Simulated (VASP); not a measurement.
# Mo (Im-3m) in VASP: notebook

Runs on Mo. Level: PBEsol. Tasks: relaxation of cell and atoms, single point.

All numbers are computed with VASP 6.6.1; they aren't measurements. Logs are shortened: lines on timing, memory, paths and dates and some standing lists are left out, and cuts for length are marked.

## Step 1: The cell of the first run

The structure is cubic, space group Im-3m (No. 229). The conventional cell has a = 3.147 Å, b = 3.147 Å, c = 3.147 Å, α = 90.00°, β = 90.00°, γ = 90.00°. Mo (site symmetry m-3m) has 14 Mo at 2.73 to 3.15 Å within 3.6 Å.

## Step 2: Relaxation of cell and atoms, PBEsol, collinear spin, zero start

The input, INCAR:

```
PREC = Accurate ; ENCUT = 600
EDIFF = 1E-6 ; ISMEAR = -1
SIGMA = 0.08 ; LREAL = F
LASPH = T ; NELM = 150
ALGO = Normal ; ISIF = 3
LWAVE = F ; LCHARG = F
ISPIN = 2 ; MAGMOM = 0
LORBIT = 11 ; LMAXMIX = 4
GGA = PS ; IBRION = 2
NSW = 100 ; EDIFFG = -0.002
```

The input, KPOINTS:

```
regular mesh
0
Gamma
  16 16 16
```

The input, POSCAR:

```
Mo
1.0
   -1.5734150000      1.5734150000      1.5734150000
    1.5734150000     -1.5734150000      1.5734150000
    1.5734150000      1.5734150000     -1.5734150000
Mo
1
Direct
    0.0000000000      0.0000000000      0.0000000000
```

Potentials or basis: VASP PAW PBE potentials, release 64 (Mo_sv).

Started as:

```bash
cat potpaw_PBE.64/Mo_sv/POTCAR > POTCAR
mpirun -np 1 vasp_std > vasp.out
```

OUTCAR:

```text
PREC = Accurate
   ENCUT = 600
   EDIFF = 1E-6
   ISMEAR = -1
   LREAL = F
   LASPH = T
   NELM = 150
   ISIF = 3
   ISPIN = 2
   LORBIT = 11
   GGA = PS
   IBRION = 2
   NSW = 100
   EDIFFG = -0.002

 ion  position               nearest neighbor table
   1  0.000  0.000  0.000-

  LATTYP: Found a body centered cubic cell.
 ALAT       =     3.1468300000

  Lattice vectors:

 A1 = (  -1.5734150000,   1.5734150000,   1.5734150000)
 A2 = (   1.5734150000,  -1.5734150000,   1.5734150000)
 A3 = (   1.5734150000,   1.5734150000,  -1.5734150000)

Analysis of symmetry for initial positions (statically):
=====================================================================
 Subroutine PRICEL returns:
 Original cell was already a primitive cell.

 Routine SETGRP: Setting up the symmetry group for a
 body centered cubic supercell.

 Subroutine GETGRP returns: Found 48 space group operations
 (whereof 48 operations were pure point group operations)
 out of a pool of 48 trial point group operations.

The static configuration has the point symmetry O_h .

Analysis of symmetry for dynamics (positions and initial velocities):
=====================================================================
 Subroutine PRICEL returns:
 Original cell was already a primitive cell.

 Routine SETGRP: Setting up the symmetry group for a
 body centered cubic supercell.

 Subroutine GETGRP returns: Found 48 space group operations
 (whereof 48 operations were pure point group operations)
 out of a pool of 48 trial point group operations.

The dynamic configuration has the point symmetry O_h .

Analysis of structural, dynamic, and magnetic symmetry:
=====================================================================
 Subroutine PRICEL returns:
 Original cell was already a primitive cell.

 Routine SETGRP: Setting up the symmetry group for a
 body centered cubic supercell.

 Subroutine GETGRP returns: Found 48 space group operations
 (whereof 48 operations were pure point group operations)
 out of a pool of 48 trial point group operations.

The overall configuration has the point symmetry O_h .

 Subroutine INISYM returns: Found 48 space group operations
 (whereof 48 operations are pure point group operations),
 and found     1 'primitive' translations

----------------------------------------------------------------------------------------

                                     Primitive cell

  volume of cell :      15.5808

  direct lattice vectors                    reciprocal lattice vectors
    -1.573415000  1.573415000  1.573415000     0.000000000  0.317780115  0.317780115
     1.573415000 -1.573415000  1.573415000     0.317780115  0.000000000  0.317780115
     1.573415000  1.573415000 -1.573415000     0.317780115  0.317780115  0.000000000

  length of vectors
     2.725234721  2.725234721  2.725234721     0.449408949  0.449408949  0.449408949

  position of ions in fractional coordinates (direct lattice)
     0.000000000  0.000000000  0.000000000

  ion indices of the primitive-cell ions
   primitive index   ion index
                 1           1

----------------------------------------------------------------------------------------

 KPOINTS: regular mesh

Automatic generation of k-mesh.
 Grid dimensions read from file:
 generate k-points for:   16   16   16

 Generating k-lattice:

  Cartesian coordinates                     Fractional coordinates (reciprocal lattice)
     0.000000000  0.019861257  0.019861257     0.062500000  0.000000000  0.000000000
     0.019861257  0.000000000  0.019861257     0.000000000  0.062500000  0.000000000
     0.019861257  0.019861257  0.000000000     0.000000000  0.000000000  0.062500000

  Length of vectors
     0.028088059  0.028088059  0.028088059

  Shift w.r.t. Gamma in fractional coordinates (k-lattice)
     0.000000000  0.000000000  0.000000000

 Subroutine IBZKPT returns following result:
 ===========================================

 Found    145 irreducible k-points:

 Following reciprocal coordinates:
            Coordinates               Weight
  0.000000  0.000000  0.000000      1.000000
  0.062500  0.000000  0.000000     12.000000
  0.125000  0.000000  0.000000     12.000000
  0.187500  0.000000  0.000000     12.000000
  0.250000  0.000000  0.000000     12.000000
  0.312500  0.000000  0.000000     12.000000
[... 16 lines left out ...]
  0.187500  0.187500  0.000000     24.000000
  0.250000  0.187500  0.000000     48.000000
 [... further k-points ...]
   k-points           NKPTS =    145   k-points in BZ     NKDIM =    145   number of bands    NBANDS=     11
   number of dos      NEDOS =    301   number of ions     NIONS =      1
   total plane-waves  NPLWV =  13824
   dimension x,y,z NGX =    24 NGY =   24 NGZ =   24
   dimension x,y,z NGXF=    48 NGYF=   48 NGZF=   48
   ions per type =               1
   NGX,Y,Z   is equivalent  to a cutoff of  14.64, 14.64, 14.64 a.u.
   NGXF,Y,Z  is equivalent  to a cutoff of  29.28, 29.28, 29.28 a.u.
 SYSTEM =  unknown system
   PREC   = accura    normal or accurate (medium, high low for compatibility)
   ISTART =      0    job   : 0-new  1-cont  2-samecut
   ICHARG =      2    charge: 1-file 2-atom 10-const
   ISPIN  =      2    spin polarized calculation?
   LNONCOLLINEAR =      F non collinear calculations
   LSORBIT =      F    spin-orbit coupling
   LASPH  =      T    aspherical Exc in radial PAW
   ENCUT  =  600.0 eV  44.10 Ry    6.64 a.u.   5.44  5.44  5.44*2*pi/ulx,y,z
   NELM   =    150;   NELMIN=  2; NELMDL= -5     # of ELM steps
   EDIFF  = 0.1E-05   stopping-criterion for ELM
   LREAL  =      F    real-space projection
   EDIFFG = -.2E-02   stopping-criterion for IOM
   NSW    =    100    number of steps for IOM
   IBRION =      2    ionic relax: 0-MD 1-quasi-New 2-CG
   NFREE  =      1    steps in history (QN), initial steepest desc. (CG)
   ISIF   =      3    stress and relaxation
   ISYM   =      2    0-nonsym 1-usesym 2-fastsym
   POTIM  = 0.5000    time-step for ionic-motion
   TEBEG  =    0.0;   TEEND  =   0.0 temperature during run
   PSTRESS=    0.0 pullay stress
   NELECT =      14.0000    total number of electrons
   NUPDOWN=      -1.0000    fix difference up-down
   EMIN   =  10.00;   EMAX   =-10.00  energy-range for DOS
   EFERMI =   0.00;   METHOD = LEGACY
   ISMEAR =    -1;   SIGMA  =   0.08  broadening in eV -4-tet -1-fermi 0-gaus
   EFERMI_NEDOS =   21; number of points for ismear=-14 and -15
   IALGO  =     38    algorithm
   IMIX   =      4    mixing-type and parameters
     AMIX     =   0.40;   BMIX     =  1.00
     AMIX_MAG =   1.60;   BMIX_MAG =  1.00
  volume/ion in A,a.u.               =      15.58       105.14
  Fermi-wavevector in a.u.,A,eV,Ry     =   1.579747  2.985289 33.954710  2.495601
  Thomas-Fermi vector in A             =   2.680079
   LORBIT       =     11    0 simple, 1 ext, 2 COOP (PROOUT), +10 PAW based schemes
   GGA     = PS    functional components
   LHFCALC =     F    Hartree Fock is set to
   AEXX    =    0.0000 exact exchange contribution
   IVDW    =     0    specifies the selected vdW correction
   LEPSILON=     F    determine dielectric tensor
   LRPA    =     F    only Hartree local field effects (RPA)
 conjugate gradient relaxation of ions
 spin polarized calculation
  energy-cutoff  :      600.00
  volume of cell :       15.58
 maximum number of plane-waves:       537
 NGX is ok and might be reduce to    24
   NGX = 11   NGY = 11   NGZ = 11

--------------------------------------- Ionic step        1  -------------------------------------------

 number of electron      14.0000002 magnetization      -0.0000025

 number of electron      14.0000002 magnetization       0.0000025

 Free energy of the ion-electron system (eV)
  ---------------------------------------------------
  ext. energy  EPLUGINS =         0.00000000
  ---------------------------------------------------
  free energy    TOTEN  =       -11.78573471 eV

  energy without entropy =      -11.77382957  energy(sigma->0) =      -11.77978214

------------------------ aborting loop because EDIFF is reached ----------------------------------------

  FORCE on cell =-STRESS in cart. coord.  units (eV):
  Direction    XX          YY          ZZ          XY          YZ          ZX
  --------------------------------------------------------------------------------------
  -------------------------------------------------------------------------------------
  Total       -0.4032238     -0.4032238     -0.4032238      0.0000000      0.0000000     -0.0000000
  in kB      -41.4635906    -41.4635906    -41.4635906      0.0000000      0.0000000     -0.0000000
  external PRESSURE =     -41.4635906 kB  Pullay stress =       0.0000000 kB
[... 207 lines left out ...]
--------------------------------------- Ionic step        7  -------------------------------------------

 number of electron      14.0000001 magnetization       0.0000002

 number of electron      14.0000001 magnetization      -0.0000001

 Free energy of the ion-electron system (eV)
  ---------------------------------------------------
  ext. energy  EPLUGINS =         0.00000000
  ---------------------------------------------------
  free energy    TOTEN  =       -11.78884210 eV

  energy without entropy =      -11.77711511  energy(sigma->0) =      -11.78297860

 E-fermi :  12.7602     XC(G=0): -13.6324

 val. band max:       12.7533956855   @ k =  -0.1875   0.1875   0.0625
 cond. band min:      12.7829159243   @ k =   0.3750   0.0000   0.0000
 fundamental gap:      0.0295202388
 Fermi energy:        12.7601976207

 spin component 1

 k-point     1 :       0.0000    0.0000    0.0000
  band No.  band energies     occupation
      1     -48.4248      1.00000
      2     -21.6688      1.00000
      3     -21.6688      1.00000
      4     -21.6688      1.00000
      5       5.4193      1.00000
      6      11.3660      1.00000
      7      11.3660      1.00000
      8      11.3660      1.00000
      9      14.4490      0.00000
     10      14.4490      0.00000
     11      27.5998      0.00000
[... 309 lines left out ...]
 k-point    24 :       0.2500    0.1875    0.0000
  band No.  band energies     occupation
      1     -48.1710      1.00000
      2     -22.8425      1.00000
      3     -22.1547      1.00000
      4     -21.7988      1.00000
      5       8.4915      1.00000
      6       9.7657      1.00000
      7      10.9285      1.00000
      8      13.8726      0.00000
      9      15.2472      0.00000
     10      17.5313      0.00000
     11      26.1485      0.00000

 [... further k-points ...]

 spin component 2

 k-point     1 :       0.0000    0.0000    0.0000
  band No.  band energies     occupation
      1     -48.4248      1.00000
      2     -21.6688      1.00000
      3     -21.6688      1.00000
      4     -21.6688      1.00000
      5       5.4193      1.00000
      6      11.3660      1.00000
      7      11.3660      1.00000
      8      11.3660      1.00000
      9      14.4490      0.00000
     10      14.4490      0.00000
     11      27.5998      0.00000
[... 309 lines left out ...]
 k-point    24 :       0.2500    0.1875    0.0000
  band No.  band energies     occupation
      1     -48.1710      1.00000
      2     -22.8425      1.00000
      3     -22.1547      1.00000
      4     -21.7988      1.00000
      5       8.4915      1.00000
      6       9.7657      1.00000
      7      10.9285      1.00000
      8      13.8726      0.00000
      9      15.2472      0.00000
     10      17.5313      0.00000
     11      26.1485      0.00000

 [... further k-points ...]
[... 5 lines left out ...]
  --------------------------------------------------------------------------------------
  -------------------------------------------------------------------------------------
  Total       -0.0008398     -0.0008398     -0.0008398      0.0000000      0.0000000      0.0000000
  in kB       -0.0876855     -0.0876855     -0.0876855      0.0000000      0.0000000      0.0000000
  external PRESSURE =      -0.0876855 kB  Pullay stress =       0.0000000 kB
[... 16 lines left out ...]
  FREE ENERGIE OF THE ION-ELECTRON SYSTEM (eV)
  ---------------------------------------------------
  free  energy   TOTEN  =       -11.7888420981 eV

  energy  without entropy=      -11.7771151051  energy(sigma->0) =      -11.78297860

 reached required accuracy - stopping structural energy minimisation

 total charge

# of ion       s       p       d       tot
------------------------------------------
    1        2.390   6.212   3.948  12.550

 magnetization (x)

# of ion       s       p       d       tot
------------------------------------------
    1       -0.000  -0.000   0.000   0.000
```

Run time: 2.3 min. Hardware: 1 thread of Intel Xeon Platinum 8488C (Sapphire Rapids), shared host; peak memory 0.2 GiB.

What came out:

| Property | Result |
| --- | --- |
| Free energy | -11.7888 eV |
| Relaxed volume | 15.34 Å³/atom |
| Relaxed cell | a = 2.711 Å, b = 2.711 Å, c = 2.711 Å, α = 109.47°, β = 109.47°, γ = 109.47° |
| Space group after relaxing (to 0.1 Å) | Im-3m (No. 229) |
| Energy gained by relaxing | 3.1 meV/atom |
| Ionic steps | 7 |
| Pressure after relaxing | 0.0 GPa |
| Band gap on the k mesh | zero (filled and empty bands overlap) |
| Net moment | 0.00 μB per cell |
| Valence electrons inside the program's atomic spheres | Mo 12.55 |

The path:
| step | energy change (eV) | largest force (eV/Å) | pressure (GPa) | volume (Å³) |
| --- | --- | --- | --- | --- |
| 1 | 0.0000 | 0.0000 | -4.15 | 15.58 |
| 2 | 0.0233 | 0.0000 | 13.40 | 14.69 |
| 3 | -0.0031 | 0.0000 | -0.08 | 15.35 |
| 4 | -0.0031 | 0.0000 | -0.03 | 15.34 |
| 5 | -0.0031 | 0.0000 | 0.09 | 15.34 |
| 6 | -0.0031 | 0.0000 | -0.15 | 15.35 |
| 7 | -0.0031 | 0.0000 | -0.01 | 15.34 |

Final structure:
```
Mo
1.0
    -1.56543    1.56543    1.56543
     1.56543   -1.56543    1.56543
     1.56543    1.56543   -1.56543
Mo
1
Direct
  0.00000 0.00000 0.00000
```

Levels at points of the mesh, in eV from the Fermi level:
Spin up:
```tsv
k point	band 5	band 6	band 7	band 8	band 9	band 10
(0.00, 0.00, 0.00)	-7.34	-1.39	-1.39	-1.39	1.69	1.69
(0.50, 0.00, 0.00)	-5.46	-3.49	1.68	1.74	2.38	4.92
(0.50, 0.50, 0.50)	-5.61	-5.61	4.13	4.13	4.13	9.17
```
Spin down:
| k point | band 5 | band 6 | band 7 | band 8 | band 9 | band 10 |
| --- | --- | --- | --- | --- | --- | --- |
| (0.00, 0.00, 0.00) | -7.34 | -1.39 | -1.39 | -1.39 | 1.69 | 1.69 |
| (0.50, 0.00, 0.00) | -5.46 | -3.49 | 1.68 | 1.74 | 2.38 | 4.92 |
| (0.50, 0.50, 0.50) | -5.61 | -5.61 | 4.13 | 4.13 | 4.13 | 9.17 |

Caveat: the PAW data sets were made with another functional, which shifts forces and pressure a little.

## Step 3: Single point, PBEsol, non-collinear spin, zero start, spin-orbit coupling

This run uses another cell than the first one, of 15.32 Å³/atom.

The input, INCAR:

```
PREC = Accurate ; ENCUT = 520
EDIFF = 1E-6 ; ISMEAR = -1
SIGMA = 0.08 ; LREAL = False
LASPH = True ; NELM = 150
ALGO = Normal ; ISIF = 2
LWAVE = False ; LCHARG = False
LNONCOLLINEAR = True ; MAGMOM = 0 0 0
LORBIT = 11 ; LSORBIT = True
GGA_COMPAT = False ; LORBMOM = True
LMAXMIX = 4 ; GGA = PS
NBANDS = 25
```

KPOINTS is that of step 2.

The input, POSCAR:

```
Mo
1.0
   -1.5645471441      1.5645471441      1.5645471441
    1.5645471441     -1.5645471441      1.5645471441
    1.5645471441      1.5645471441     -1.5645471441
Mo
1
Direct
    0.0000000000      0.0000000000      0.0000000000
```

Potentials or basis: VASP PAW PBE potentials, release 64 (Mo_sv).

Started as:

```bash
cat potpaw_PBE.64/Mo_sv/POTCAR > POTCAR
mpirun -np 1 vasp_ncl > vasp.out
```

Run time: 94 s. Hardware: 1 thread of Intel Xeon Platinum 8488C (Sapphire Rapids), shared host; peak memory 0.21 GiB.

Results (log left out):

```
Free energy                                           : -11.8913 eV
Pressure                                              : 0.7 GPa
Net moment                                            : 0.00 μB per cell
Valence electrons inside the program's atomic spheres : Mo 12.55
```

Moments on the atoms (μB; x, y, z):
```
Mo  0.00 0.00 0.00
```

Caveat: the PAW data sets were made with another functional, which shifts forces and pressure a little.

## Step 4: Single point, PBEsol, non-collinear spin, zero start, spin-orbit coupling

This run uses another cell than the first one, of 15.32 Å³/atom.

The input, INCAR:

```
SYSTEM = Mo
  ALGO = Normal
  EDIFF = 1E-6
  ENCUT = 520
  GGA = PS
  GGA_COMPAT = .FALSE.
  ISIF = 2
  ISMEAR = -1
  LASPH = .TRUE.
  LCHARG = .FALSE.
  LMAXMIX = 4
  LORBIT = 11
  LORBMOM = .TRUE.
  LREAL = .FALSE.
  LSORBIT = .TRUE.
  LWAVE = .FALSE.
  MAGMOM = 0 0 0
  NBANDS = 25
  NELM = 150
  PREC = Accurate
  SIGMA = 0.08
```

The input, KPOINTS:

```
k-points
0
G
  16 16 16
  0 0 0
```

POSCAR is that of step 3.

Started as:

```bash
cat potpaw_PBE.64/Mo_sv/POTCAR > POTCAR
mpirun -np 1 vasp_ncl > vasp.out
```

Run time: 75 s. Hardware: 1 thread of Intel Xeon Platinum 8488C (Sapphire Rapids), shared host; peak memory 0.21 GiB.

It converged, with:

- Free energy: -11.8913 eV
- Pressure: 0.7 GPa
- Net moment: 0.00 μB per cell
- Valence electrons inside the program's atomic spheres: Mo 12.55

Moments on the atoms (μB; x, y, z):
```
Mo  0.00 0.00 0.00
```

Caveat: the PAW data sets were made with another functional, which shifts forces and pressure a little.
